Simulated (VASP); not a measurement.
# CuO (P-6m2) in VASP: single point with PBEsol+U

Aim: the single point of CuO with PBEsol+U.

Program: VASP 6.6.1. These are calculated values, not measurements. Logs are shortened: lines on timing, memory, paths and dates and some standing lists are left out, and cuts for length are marked.

## Step 1: The cell of the first run

Symmetry: P-6m2, No. 187, hexagonal system. The conventional cell has a = 2.836 Å, b = 2.836 Å, c = 2.768 Å, α = 90.00°, β = 90.00°, γ = 120.00°. Cu (site symmetry -6m2) has 6 O at 2.14 Å and 2 Cu at 2.77 Å within 2.8 Å. Within 2.8 Å of O (site symmetry -6m2) lie 6 Cu at 2.14 Å and 2 O at 2.77 Å.

## Step 2: Single point, PBEsol+U, collinear spin, ferromagnetic start

Contents of INCAR:

```
PREC = Accurate
ENCUT = 520
EDIFF = 1E-7
ISMEAR = 0
SIGMA = 0.05
LREAL = False
LASPH = True
NELM = 150
ALGO = Normal
ISIF = 2
LWAVE = False
LCHARG = False
ISPIN = 2
MAGMOM = 1 0
LORBIT = 11
LMAXMIX = 4
LDAU = True
LDAUTYPE = 2
LDAUL = 2 -1
LDAUU = 3 0
LDAUJ = 0 0
LDAUPRINT = 1
GGA = PS
NBANDS = 20
```

Contents of KPOINTS:

```
Automatic mesh
0
Gamma
  8 8 7
```

Contents of POSCAR:

```
CuO
1.0
    2.8363251100      0.0000000000      0.0000000000
   -1.4181625500      2.4563296000      0.0000000000
    0.0000000000      0.0000000000      2.7681127800
Cu O
1 1
Direct
    0.0000000000      0.0000000000      0.0000000000
    0.6666666667      0.3333333333      0.5000000000
```

Potentials or basis: VASP PAW PBE potentials, release 64 (Cu, O).

The run is started by

```console
cat potpaw_PBE.64/Cu/POTCAR potpaw_PBE.64/O/POTCAR > POTCAR
mpirun -np 1 vasp_std > vasp.out
```

OUTCAR:

```text
PREC = Accurate
   ENCUT = 520
   EDIFF = 1E-7
   ISMEAR = 0
   LREAL = False
   LASPH = True
   NELM = 150
   ISIF = 2
   ISPIN = 2
   LORBIT = 11
   GGA = PS

 ion  position               nearest neighbor table
   1  0.000  0.000  0.000-   2 2.14   2 2.14   2 2.14   2 2.14   2 2.14   2 2.14
   2  0.667  0.333  0.500-   1 2.14   1 2.14   1 2.14   1 2.14   1 2.14   1 2.14

  LATTYP: Found a hexagonal cell.
 ALAT       =     2.8363251100
 C/A-ratio  =     0.9759504544

  Lattice vectors:

 A1 = (   2.8363251100,   0.0000000000,   0.0000000000)
 A2 = (  -1.4181625500,   2.4563296000,   0.0000000000)
 A3 = (   0.0000000000,   0.0000000000,   2.7681127800)

Analysis of symmetry for initial positions (statically):
=====================================================================
 Subroutine PRICEL returns:
 Original cell was already a primitive cell.

 Routine SETGRP: Setting up the symmetry group for a
 hexagonal supercell.

 Subroutine GETGRP returns: Found 12 space group operations
 (whereof 12 operations were pure point group operations)
 out of a pool of 24 trial point group operations.

The static configuration has the point symmetry D_3h.

Analysis of symmetry for dynamics (positions and initial velocities):
=====================================================================
 Subroutine PRICEL returns:
 Original cell was already a primitive cell.

 Routine SETGRP: Setting up the symmetry group for a
 hexagonal supercell.

 Subroutine GETGRP returns: Found 12 space group operations
 (whereof 12 operations were pure point group operations)
 out of a pool of 24 trial point group operations.

The dynamic configuration has the point symmetry D_3h.

Analysis of structural, dynamic, and magnetic symmetry:
=====================================================================
 Subroutine PRICEL returns:
 Original cell was already a primitive cell.

 Routine SETGRP: Setting up the symmetry group for a
 hexagonal supercell.

 Subroutine GETGRP returns: Found 12 space group operations
 (whereof 12 operations were pure point group operations)
 out of a pool of 24 trial point group operations.

The overall configuration has the point symmetry D_3h.

 Subroutine INISYM returns: Found 12 space group operations
 (whereof 12 operations are pure point group operations),
 and found     1 'primitive' translations

----------------------------------------------------------------------------------------

                                     Primitive cell

  volume of cell :      19.2853

  direct lattice vectors                    reciprocal lattice vectors
     2.836325110  0.000000000  0.000000000     0.352568892  0.203555744  0.000000000
    -1.418162550  2.456329600  0.000000000     0.000000000  0.407111489  0.000000000
     0.000000000  0.000000000  2.768112780     0.000000000  0.000000000  0.361256957

  length of vectors
     2.836325110  2.836325109  2.768112780     0.407111488  0.407111489  0.361256957

  position of ions in fractional coordinates (direct lattice)
     0.000000000  0.000000000  0.000000000
     0.666666667  0.333333333  0.500000000

  ion indices of the primitive-cell ions
   primitive index   ion index
                 1           1
                 2           2

----------------------------------------------------------------------------------------

 KPOINTS: Automatic mesh

Automatic generation of k-mesh.
 Grid dimensions read from file:
 generate k-points for:    8    8    7

 Generating k-lattice:

  Cartesian coordinates                     Fractional coordinates (reciprocal lattice)
[... 62 lines left out ...]
   EDIFFG = 0.1E-05   stopping-criterion for IOM
   NSW    =      0    number of steps for IOM
   IBRION =     -1    ionic relax: 0-MD 1-quasi-New 2-CG
   NFREE  =      0    steps in history (QN), initial steepest desc. (CG)
   ISIF   =      2    stress and relaxation
   ISYM   =      2    0-nonsym 1-usesym 2-fastsym
   POTIM  = 0.5000    time-step for ionic-motion
   TEBEG  =    0.0;   TEEND  =   0.0 temperature during run
   PSTRESS=    0.0 pullay stress
   NELECT =      17.0000    total number of electrons
   NUPDOWN=      -1.0000    fix difference up-down
   EMIN   =  10.00;   EMAX   =-10.00  energy-range for DOS
   EFERMI =   0.00;   METHOD = LEGACY
   ISMEAR =     0;   SIGMA  =   0.05  broadening in eV -4-tet -1-fermi 0-gaus
   EFERMI_NEDOS =   21; number of points for ismear=-14 and -15
   IALGO  =     38    algorithm
   IMIX   =      4    mixing-type and parameters
     AMIX     =   0.40;   BMIX     =  1.00
     AMIX_MAG =   1.60;   BMIX_MAG =  1.00
  volume/ion in A,a.u.               =       9.64        65.07
  Fermi-wavevector in a.u.,A,eV,Ry     =   1.569696  2.966296 33.524031  2.463947
  Thomas-Fermi vector in A             =   2.671540
   LORBIT       =     11    0 simple, 1 ext, 2 COOP (PROOUT), +10 PAW based schemes
 LDA+U is selected, type is set to LDAUTYPE =  2
   angular momentum for each species LDAUL =     2   -1
   U (eV)           for each species LDAUU =   3.0  0.0
   J (eV)           for each species LDAUJ =   0.0  0.0
   GGA     = PS    functional components
   LHFCALC =     F    Hartree Fock is set to
   AEXX    =    0.0000 exact exchange contribution
   IVDW    =     0    specifies the selected vdW correction
   LEPSILON=     F    determine dielectric tensor
   LRPA    =     F    only Hartree local field effects (RPA)
 spin polarized calculation
 Gauss-broadening in eV      SIGMA  =   0.05
  energy-cutoff  :      520.00
  volume of cell :       19.29
 maximum number of plane-waves:       531
 NGX is ok and might be reduce to    24
   NGX = 11   NGY = 11   NGZ = 11

atom =   1  type =  1  l = 2

 onsite density matrix

spin component  1

  0.9660 -0.0000 -0.0000 -0.0000 -0.0000
 -0.0000  0.9895  0.0000  0.0000 -0.0000
 -0.0000  0.0000  0.9644 -0.0000  0.0000
 -0.0000  0.0000 -0.0000  0.9895  0.0000
 -0.0000 -0.0000  0.0000  0.0000  0.9660

spin component  2

  0.9319  0.0000 -0.0000  0.0000 -0.0000
  0.0000  0.7693 -0.0000  0.0000  0.0000
 -0.0000 -0.0000  0.9624 -0.0000  0.0000
  0.0000  0.0000 -0.0000  0.7693 -0.0000
 -0.0000  0.0000  0.0000 -0.0000  0.9319

 occupancies and eigenvectors

  o =  0.7693  v =  0.0000  0.0000  0.0000  0.0000  0.0000  0.0000 -0.6081 -0.0000  0.7938  0.0000      0.0000  0.0000  0.0000  0.0000  0.0000  0.0000  0.0000  0.0000  0.0000  0.0000
  o =  0.7693  v =  0.0000  0.0000  0.0000  0.0000  0.0000  0.0000 -0.7938 -0.0000 -0.6081  0.0000      0.0000  0.0000  0.0000  0.0000  0.0000  0.0000  0.0000  0.0000  0.0000  0.0000
  o =  0.9319  v =  0.0000  0.0000  0.0000  0.0000  0.0000 -0.9875  0.0000 -0.0000 -0.0000  0.1579      0.0000  0.0000  0.0000  0.0000  0.0000  0.0000  0.0000  0.0000  0.0000  0.0000
  o =  0.9319  v =  0.0000  0.0000  0.0000  0.0000  0.0000 -0.1579 -0.0000  0.0000  0.0000 -0.9875      0.0000  0.0000  0.0000  0.0000  0.0000  0.0000  0.0000  0.0000  0.0000  0.0000
  o =  0.9624  v =  0.0000  0.0000  0.0000  0.0000  0.0000 -0.0000 -0.0000  1.0000 -0.0000  0.0000      0.0000  0.0000  0.0000  0.0000  0.0000  0.0000  0.0000  0.0000  0.0000  0.0000
  o =  0.9644  v = -0.0000 -0.0000 -1.0000 -0.0000  0.0000  0.0000  0.0000  0.0000  0.0000  0.0000      0.0000  0.0000  0.0000  0.0000  0.0000  0.0000  0.0000  0.0000  0.0000  0.0000
  o =  0.9660  v = -0.2799 -0.0000  0.0000  0.0000 -0.9600  0.0000  0.0000  0.0000  0.0000  0.0000      0.0000  0.0000  0.0000  0.0000  0.0000  0.0000  0.0000  0.0000  0.0000  0.0000
  o =  0.9660  v =  0.9600 -0.0000 -0.0000  0.0000 -0.2799  0.0000  0.0000  0.0000  0.0000  0.0000      0.0000  0.0000  0.0000  0.0000  0.0000  0.0000  0.0000  0.0000  0.0000  0.0000
  o =  0.9895  v = -0.0000  0.6081 -0.0000 -0.7938 -0.0000  0.0000  0.0000  0.0000  0.0000  0.0000      0.0000  0.0000  0.0000  0.0000  0.0000  0.0000  0.0000  0.0000  0.0000  0.0000
  o =  0.9895  v = -0.0000  0.7938 -0.0000  0.6081 -0.0000  0.0000  0.0000  0.0000  0.0000  0.0000      0.0000  0.0000  0.0000  0.0000  0.0000  0.0000  0.0000  0.0000  0.0000  0.0000

 number of electron      17.0000005 magnetization       0.9993044

 Free energy of the ion-electron system (eV)
  ---------------------------------------------------
  ext. energy  EPLUGINS =         0.00000000
  ---------------------------------------------------
  free energy    TOTEN  =        -9.03248985 eV

  energy without entropy =       -9.03154147  energy(sigma->0) =       -9.03201566

 E-fermi :   5.2539     XC(G=0): -12.5725

 val. band max:        5.2207497946   @ k =   0.2500  -0.0000   0.1429
 cond. band min:       5.2677843053   @ k =   0.1250  -0.0000   0.4286
 fundamental gap:      0.0470345107
 Fermi energy:         5.2538831951

 spin component 1

 k-point     1 :       0.0000    0.0000    0.0000
  band No.  band energies     occupation
      1     -13.9876      1.00000
      2       1.1237      1.00000
      3       1.1237      1.00000
      4       1.4087      1.00000
      5       2.4646      1.00000
      6       2.4646      1.00000
[... 1097 lines left out ...]
     19      39.2473      0.00000
     20      40.9787      0.00000

 [... further k-points ...]

------------------------ aborting loop because EDIFF is reached ----------------------------------------

  FORCE on cell =-STRESS in cart. coord.  units (eV):
  Direction    XX          YY          ZZ          XY          YZ          ZX
  --------------------------------------------------------------------------------------
  -------------------------------------------------------------------------------------
  Total       -0.6730992     -0.6730992     -1.9695134     -0.0000000     -0.0000000      0.0000000
  in kB      -55.9194917    -55.9194918   -163.6225248     -0.0000001     -0.0000000      0.0000000
  external PRESSURE =     -91.8205027 kB  Pullay stress =       0.0000000 kB

 VOLUME and BASIS-vectors are now :
 -----------------------------------------------------------------------------
  energy-cutoff  :      520.00
  volume of cell :       19.29
      direct lattice vectors                 reciprocal lattice vectors
     2.836325110  0.000000000  0.000000000     0.352568892  0.203555744  0.000000000
    -1.418162550  2.456329600  0.000000000     0.000000000  0.407111489  0.000000000
     0.000000000  0.000000000  2.768112780     0.000000000  0.000000000  0.361256957

 POSITION                                       TOTAL-FORCE (eV/Angst)
 -----------------------------------------------------------------------------------
      0.00000      0.00000      0.00000        -0.000000      0.000000      0.000000
      1.41816      0.81878      1.38406         0.000000     -0.000000      0.000000
 -----------------------------------------------------------------------------------
    total drift:                                0.000000     -0.000000      0.000000

  FREE ENERGIE OF THE ION-ELECTRON SYSTEM (eV)
  ---------------------------------------------------
  free  energy   TOTEN  =        -9.0324898533 eV

  energy  without entropy=       -9.0315414654  energy(sigma->0) =       -9.03201566

 total charge

# of ion       s       p       d       tot
------------------------------------------
    1        0.301   0.319   9.220   9.839
    2        1.578   3.290   0.000   4.868
--------------------------------------------------
tot          1.879   3.609   9.220  14.707

 magnetization (x)

# of ion       s       p       d       tot
------------------------------------------
    1       -0.013  -0.005   0.512   0.494
    2        0.006   0.461   0.000   0.466
--------------------------------------------------
tot         -0.007   0.455   0.512   0.960
```

Run time: 28 s. Hardware: 1 thread of Intel Xeon 6975P-C, shared host; peak memory 0.16 GiB.

What came out:

```yaml
Free_energy: -9.0325 eV
Pressure: -9.2 GPa
Band_gap_on_the_k_mesh: zero (filled and empty bands overlap)
Net_moment: 1.00 μB per cell
Site_moments: Cu +0.49; O +0.47 μB
Valence_electrons_inside_the_program's_atomic_spheres: Cu 9.84; O 4.87
```

Stress tensor (GPa, compression positive):
```
 -5.59   0.00   0.00
  0.00  -5.59   0.00
  0.00   0.00 -16.36
```

Eigenvalues of the final occupation matrices:
```
    site  spin  trace               eigenvalues
site 1 d     1   4.88  0.96 0.97 0.97 0.99 0.99
site 1 d     2   4.36  0.77 0.77 0.93 0.93 0.96
```

Caveat: the PAW data sets were made with another functional, which shifts forces and pressure a little; a cell with one magnetic atom can't hold antiferromagnetic order, which such compounds often take. The state reached can hang on the start; a lower one may exist.
